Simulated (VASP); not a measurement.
# Ni (Fm-3m) in VASP: notebook

Runs on Ni. Level: PBE. Tasks: single point, relaxation of cell and atoms.

All numbers are computed with VASP 6.6.1; they aren't measurements. Logs are shortened: lines on timing, memory, paths and dates and some standing lists are left out, and cuts for length are marked.

### Step 1. The cell of the first run

It takes space group Fm-3m (No. 225, cubic). The conventional cell has a = 3.475 Å, b = 3.475 Å, c = 3.475 Å, α = 90.00°, β = 90.00°, γ = 90.00°. Ni (site symmetry m-3m) has 12 Ni at 2.46 Å within 3.2 Å.

### Step 2. Single point, PBE, collinear spin, ferromagnetic start

INCAR reads:

```
SYSTEM = Ni
ALGO     = Normal         ! electronic algorithm
EDIFF    = 1E-6           ! SCF threshold, eV
ENCUT    = 520            ! plane-wave cutoff, eV
GGA      = PE             ! functional
ISIF     = 2              ! what is computed and relaxed
ISMEAR   = 0              ! smearing method
ISPIN    = 2              ! spin polarisation
LASPH    = .True.         ! aspherical terms in the spheres
LCHARG   = .False.        ! write CHGCAR
LMAXMIX  = 4              ! l up to which the mixer works
LORBIT   = 11             ! projections on sites
LREAL    = .False.        ! projectors in reciprocal space
LWAVE    = .False.        ! write WAVECAR
MAGMOM   = 2              ! initial moments
NBANDS   = 15             ! bands
NELM     = 150            ! most SCF steps
PREC     = Accurate       ! precision mode
SIGMA    = 0.1            ! smearing width, eV
```

KPOINTS reads:

```
k-points
0
Gamma
  8 8 8
  0 0 0
```

POSCAR reads:

```
Ni
1.0
    0.0000000000      1.7375729300      1.7375729300
    1.7375729300      0.0000000000      1.7375729300
    1.7375729300      1.7375729300      0.0000000000
Ni
1
Direct
    0.0000000000      0.0000000000      0.0000000000
```

Potentials or basis: VASP PAW PBE potentials, release 64 (Ni).

Command:

```sh
$ cat potpaw_PBE.64/Ni/POTCAR > POTCAR
$ mpirun -np 1 vasp_std > vasp.out
```

OUTCAR:

```text
SYSTEM = Ni
   EDIFF = 1E-6
   ENCUT = 520
   GGA = PE
   ISIF = 2
   ISMEAR = 0
   ISPIN = 2
   LASPH = .True.
   LORBIT = 11
   LREAL = .False.
   NELM = 150
   PREC = Accurate

 ion  position               nearest neighbor table
   1  0.000  0.000  0.000-

  LATTYP: Found a face centered cubic cell.
 ALAT       =     3.4751458600

  Lattice vectors:

 A1 = (   0.0000000000,   1.7375729300,   1.7375729300)
 A2 = (   1.7375729300,   0.0000000000,   1.7375729300)
 A3 = (   1.7375729300,   1.7375729300,   0.0000000000)

Analysis of symmetry for initial positions (statically):
=====================================================================
 Subroutine PRICEL returns:
 Original cell was already a primitive cell.

 Routine SETGRP: Setting up the symmetry group for a
 face centered cubic supercell.

 Subroutine GETGRP returns: Found 48 space group operations
 (whereof 48 operations were pure point group operations)
 out of a pool of 48 trial point group operations.

The static configuration has the point symmetry O_h .

Analysis of symmetry for dynamics (positions and initial velocities):
=====================================================================
 Subroutine PRICEL returns:
 Original cell was already a primitive cell.

 Routine SETGRP: Setting up the symmetry group for a
 face centered cubic supercell.

 Subroutine GETGRP returns: Found 48 space group operations
 (whereof 48 operations were pure point group operations)
 out of a pool of 48 trial point group operations.

The dynamic configuration has the point symmetry O_h .

Analysis of structural, dynamic, and magnetic symmetry:
=====================================================================
 Subroutine PRICEL returns:
 Original cell was already a primitive cell.

 Routine SETGRP: Setting up the symmetry group for a
 face centered cubic supercell.

 Subroutine GETGRP returns: Found 48 space group operations
 (whereof 48 operations were pure point group operations)
 out of a pool of 48 trial point group operations.

The overall configuration has the point symmetry O_h .

 Subroutine INISYM returns: Found 48 space group operations
 (whereof 48 operations are pure point group operations),
 and found     1 'primitive' translations

----------------------------------------------------------------------------------------

                                     Primitive cell

  volume of cell :      10.4920

  direct lattice vectors                    reciprocal lattice vectors
     0.000000000  1.737572930  1.737572930    -0.287757706  0.287757706  0.287757706
     1.737572930  0.000000000  1.737572930     0.287757706 -0.287757706  0.287757706
     1.737572930  1.737572930  0.000000000     0.287757706  0.287757706 -0.287757706

  length of vectors
     2.457299203  2.457299203  2.457299203     0.498410967  0.498410967  0.498410967

  position of ions in fractional coordinates (direct lattice)
     0.000000000  0.000000000  0.000000000

  ion indices of the primitive-cell ions
   primitive index   ion index
                 1           1

----------------------------------------------------------------------------------------

 KPOINTS: k-points

Automatic generation of k-mesh.
 Grid dimensions read from file:
 generate k-points for:    8    8    8

 Generating k-lattice:

  Cartesian coordinates                     Fractional coordinates (reciprocal lattice)
    -0.035969713  0.035969713  0.035969713     0.125000000  0.000000000  0.000000000
     0.035969713 -0.035969713  0.035969713     0.000000000  0.125000000  0.000000000
     0.035969713  0.035969713 -0.035969713     0.000000000  0.000000000  0.125000000

  Length of vectors
     0.062301371  0.062301371  0.062301371

  Shift w.r.t. Gamma in fractional coordinates (k-lattice)
     0.000000000  0.000000000  0.000000000

 Subroutine IBZKPT returns following result:
 ===========================================

 Found     29 irreducible k-points:

 Following reciprocal coordinates:
            Coordinates               Weight
  0.000000  0.000000  0.000000      1.000000
  0.125000  0.000000  0.000000      8.000000
  0.250000  0.000000  0.000000      8.000000
  0.375000  0.000000  0.000000      8.000000
  0.500000  0.000000  0.000000      4.000000
  0.125000  0.125000  0.000000      6.000000
[... 16 lines left out ...]
  0.500000  0.250000  0.125000     48.000000
 -0.375000  0.250000  0.125000     24.000000
 [... further k-points ...]
   k-points           NKPTS =     29   k-points in BZ     NKDIM =     29   number of bands    NBANDS=     15
   number of dos      NEDOS =    301   number of ions     NIONS =      1
   total plane-waves  NPLWV =   5832
   dimension x,y,z NGX =    18 NGY =   18 NGZ =   18
   dimension x,y,z NGXF=    36 NGYF=   36 NGZF=   36
   ions per type =               1
   NGX,Y,Z   is equivalent  to a cutoff of  12.18, 12.18, 12.18 a.u.
   NGXF,Y,Z  is equivalent  to a cutoff of  24.36, 24.36, 24.36 a.u.
 SYSTEM =  Ni
   PREC   = accura    normal or accurate (medium, high low for compatibility)
   ISTART =      0    job   : 0-new  1-cont  2-samecut
   ICHARG =      2    charge: 1-file 2-atom 10-const
   ISPIN  =      2    spin polarized calculation?
   LNONCOLLINEAR =      F non collinear calculations
   LSORBIT =      F    spin-orbit coupling
   LASPH  =      T    aspherical Exc in radial PAW
   ENCUT  =  520.0 eV  38.22 Ry    6.18 a.u.   4.57  4.57  4.57*2*pi/ulx,y,z
   NELM   =    150;   NELMIN=  2; NELMDL= -5     # of ELM steps
   EDIFF  = 0.1E-05   stopping-criterion for ELM
   LREAL  =      F    real-space projection
   EDIFFG = 0.1E-04   stopping-criterion for IOM
   NSW    =      0    number of steps for IOM
   IBRION =     -1    ionic relax: 0-MD 1-quasi-New 2-CG
   NFREE  =      0    steps in history (QN), initial steepest desc. (CG)
   ISIF   =      2    stress and relaxation
   ISYM   =      2    0-nonsym 1-usesym 2-fastsym
   POTIM  = 0.5000    time-step for ionic-motion
   TEBEG  =    0.0;   TEEND  =   0.0 temperature during run
   PSTRESS=    0.0 pullay stress
   NELECT =      10.0000    total number of electrons
   NUPDOWN=      -1.0000    fix difference up-down
   EMIN   =  10.00;   EMAX   =-10.00  energy-range for DOS
   EFERMI =   0.00;   METHOD = LEGACY
   ISMEAR =     0;   SIGMA  =   0.10  broadening in eV -4-tet -1-fermi 0-gaus
   EFERMI_NEDOS =   21; number of points for ismear=-14 and -15
   IALGO  =     38    algorithm
   IMIX   =      4    mixing-type and parameters
     AMIX     =   0.40;   BMIX     =  1.00
     AMIX_MAG =   1.60;   BMIX_MAG =  1.00
  volume/ion in A,a.u.               =      10.49        70.80
  Fermi-wavevector in a.u.,A,eV,Ry     =   1.611097  3.044533 35.315755  2.595635
  Thomas-Fermi vector in A             =   2.706542
   LORBIT       =     11    0 simple, 1 ext, 2 COOP (PROOUT), +10 PAW based schemes
   GGA     = PE    functional components
   LHFCALC =     F    Hartree Fock is set to
   AEXX    =    0.0000 exact exchange contribution
   IVDW    =     0    specifies the selected vdW correction
   LEPSILON=     F    determine dielectric tensor
   LRPA    =     F    only Hartree local field effects (RPA)
 spin polarized calculation
 Gauss-broadening in eV      SIGMA  =   0.10
  energy-cutoff  :      520.00
  volume of cell :       10.49
 maximum number of plane-waves:       295
   NGX =  9   NGY =  9   NGZ =  9

 number of electron      10.0000000 magnetization       2.0000000

 number of electron       9.9999998 magnetization       0.6992506

 Free energy of the ion-electron system (eV)
  ---------------------------------------------------
  ext. energy  EPLUGINS =         0.00000000
  ---------------------------------------------------
  free energy    TOTEN  =        -5.46404847 eV

  energy without entropy =       -5.45465768  energy(sigma->0) =       -5.45935308

 E-fermi :   9.8904     XC(G=0): -13.4746

 val. band max:        9.8902102794   @ k =   0.5000   0.3750   0.1250
 cond. band min:       9.8938359304   @ k =   0.3750   0.3750   0.0000
 fundamental gap:      0.0036256511
 Fermi energy:         9.8903653516

 spin component 1

 k-point     1 :       0.0000    0.0000    0.0000
  band No.  band energies     occupation
      1       0.6234      1.00000
      2       7.3120      1.00000
      3       7.3120      1.00000
      4       7.3120      1.00000
      5       8.5428      1.00000
      6       8.5428      1.00000
      7      33.9257      0.00000
      8      38.0674      0.00000
      9      38.0674      0.00000
     10      38.0674      0.00000
     11      41.1211      0.00000
     12      41.1211      0.00000
     13      41.1211      0.00000
     14      44.0155      0.00000
     15      50.7181      0.00000
[... 397 lines left out ...]
 k-point    24 :      -0.3750    0.2500    0.1250
  band No.  band energies     occupation
      1       5.7179      1.00000
      2       6.5946      1.00000
      3       7.2263      1.00000
      4       7.9814      1.00000
      5       9.1433      1.00000
      6      13.3134      0.00000
      7      16.1967      0.00000
      8      26.2197      0.00000
      9      27.2401      0.00000
     10      36.1535      0.00000
     11      40.4232      0.00000
     12      47.8697      0.00000
     13      50.4875      0.00000
     14      51.1780      0.00000
     15      52.4634      0.00000

 [... further k-points ...]

 spin component 2

 k-point     1 :       0.0000    0.0000    0.0000
  band No.  band energies     occupation
      1       0.6117      1.00000
      2       8.1312      1.00000
      3       8.1312      1.00000
      4       8.1312      1.00000
      5       9.2044      1.00000
      6       9.2044      1.00000
      7      33.7841      0.00000
      8      38.0666      0.00000
      9      38.0667      0.00000
     10      38.0667      0.00000
     11      41.2583      0.00000
     12      41.2583      0.00000
     13      41.2583      0.00000
     14      43.9017      0.00000
     15      50.9628      0.00000
[... 397 lines left out ...]
 k-point    24 :      -0.3750    0.2500    0.1250
  band No.  band energies     occupation
      1       6.2709      1.00000
      2       7.0536      1.00000
      3       7.8780      1.00000
      4       8.6607      1.00000
      5      10.0018      0.05757
      6      13.6179      0.00000
      7      16.5842      0.00000
      8      26.3196      0.00000
      9      27.3760      0.00000
     10      36.1775      0.00000
     11      40.4869      0.00000
     12      47.8571      0.00000
     13      50.5769      0.00000
     14      51.3607      0.00000
     15      52.8564      0.00000

 [... further k-points ...]

------------------------ aborting loop because EDIFF is reached ----------------------------------------

  FORCE on cell =-STRESS in cart. coord.  units (eV):
  Direction    XX          YY          ZZ          XY          YZ          ZX
  --------------------------------------------------------------------------------------
  -------------------------------------------------------------------------------------
  Total        0.5449086      0.5449086      0.5449086     -0.0000000      0.0000000     -0.0000000
  in kB       83.2099230     83.2099230     83.2099230     -0.0000000      0.0000000     -0.0000000
  external PRESSURE =      83.2099230 kB  Pullay stress =       0.0000000 kB

 VOLUME and BASIS-vectors are now :
 -----------------------------------------------------------------------------
  energy-cutoff  :      520.00
  volume of cell :       10.49
      direct lattice vectors                 reciprocal lattice vectors
     0.000000000  1.737572930  1.737572930    -0.287757706  0.287757706  0.287757706
     1.737572930  0.000000000  1.737572930     0.287757706 -0.287757706  0.287757706
     1.737572930  1.737572930  0.000000000     0.287757706  0.287757706 -0.287757706

 POSITION                                       TOTAL-FORCE (eV/Angst)
 -----------------------------------------------------------------------------------
      0.00000      0.00000      0.00000         0.000000      0.000000      0.000000
 -----------------------------------------------------------------------------------
    total drift:                                0.000000     -0.000000     -0.000000

  FREE ENERGIE OF THE ION-ELECTRON SYSTEM (eV)
  ---------------------------------------------------
  free  energy   TOTEN  =        -5.4640484733 eV

  energy  without entropy=       -5.4546576825  energy(sigma->0) =       -5.45935308

 total charge

# of ion       s       p       d       tot
------------------------------------------
    1        0.515   0.537   8.323   9.375

 magnetization (x)

# of ion       s       p       d       tot
------------------------------------------
    1       -0.003  -0.022   0.731   0.706
```

Run time: 20 s. Hardware: 1 thread of Intel Xeon 8259CL, shared host; peak memory 0.13 GiB.

What came out:

* Free energy: -5.4640 eV
* Pressure: 8.3 GPa
* Net moment: 0.70 μB per cell
* Site moments: Ni +0.71 μB
* Valence electrons inside the program's atomic spheres: Ni 9.38

Caveat: the k points lie up to 0.39 Å⁻¹ apart.

[end of part 1 of 2]
